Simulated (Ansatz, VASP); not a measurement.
## Two plane-wave programs on BaSrNb4O12

```
Ba Sr Nb O
1.0
     5.70869    0.00000    0.00000
     0.00000    5.70869    0.00000
     0.00000    0.00000    8.07109
Ba Sr Nb O
1 1 4 12
Direct
  0.50000 0.50000 0.50000
  0.00000 0.00000 0.00000
  0.00000 0.50000 0.75180
  0.00000 0.50000 0.24820
  0.50000 0.00000 0.24820
  0.50000 0.00000 0.75180
  0.24788 0.24788 0.75360
  0.24788 0.24788 0.24640
  0.75212 0.75212 0.75360
  0.75212 0.75212 0.24640
  0.75212 0.24788 0.75360
  0.75212 0.24788 0.24640
  0.24788 0.75212 0.24640
  0.24788 0.75212 0.75360
  0.00000 0.50000 0.50000
  0.00000 0.50000 0.00000
  0.50000 0.00000 0.50000
  0.50000 0.00000 0.00000
```

Alike in both runs: task electric field gradients; functional PBE; k mesh 4 × 4 × 3; occupations fermi-dirac, width 0.02 eV; no spin polarisation.

|  | VASP | Ansatz |
| --- | --- | --- |
| version | VASP 6.6.1 | Ansatz 0.2.0 |
| potentials or method | VASP PAW PBE potentials, release 64 (Ba_sv, Sr_sv, Nb_sv, O) | plane-wave PAW, scalar-relativistic |
| plane-wave cutoff (eV) | 520 | 420 |
| valence electrons in the cell | 144 | 144 |

Ansatz gave:

```
gap on the k mesh at the Fermi level (eV)            : 1.41
pressure (GPa)                                       : -4.8
rms of the force components (eV/Å)                   : 0.017
size of Vzz on the site where it differs most (V/Å²) : 27.5
```

Task: Estimate VASP's values.

Result: gap on the k mesh at the Fermi level (eV): 1.39; pressure (GPa): -4.7; rms of the force components (eV/Å): 0.018; size of Vzz on the site where it differs most (V/Å²): 25.8.

Atom by atom the forces differ by 0.011 eV/Å (rms over components). The functional is the same, so the differences come from potentials, cutoffs and numerics.

Spin-orbit coupling is off throughout.
